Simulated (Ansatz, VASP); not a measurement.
**Two plane-wave programs on Al**

```
Al
1.0
     0.00000    2.06446    2.02398
     2.06446    0.00000    2.02398
     2.06446    2.06446    0.00000
Al
1
Direct
  0.00000 0.00000 0.00000
```

Change from the starting cell: equal xx and yy strain of +2 %, PAW files.

Alike in both runs: task electric field gradients; functional PBE; k mesh 14 × 14 × 14; occupations fermi-dirac, width 0.05 eV; no spin polarisation.

```csv
,VASP,Ansatz
version,VASP 6.6.1,Ansatz 0.2.0
potentials or method,"VASP PAW PBE potentials, release 64 (Al)","PAW with Ansatz's default frozen-core files, scalar-relativistic"
plane-wave cutoff (eV),520,420
valence electrons in the cell,3,3
```

|  | VASP | Ansatz | Ansatz less VASP |
| --- | --- | --- | --- |
| pressure (GPa) | -3.2 | -3.2 | +0.04 |
| traceless stress, the component that is largest in VASP (GPa) | 0.38 | 0.38 | +0.003 |
| size of Vzz on the site where it differs most (V/Å²) | 0.7 | 0.7 | -0.08 |

With one functional, cell and mesh, what is left measures potentials, basis and numerics.
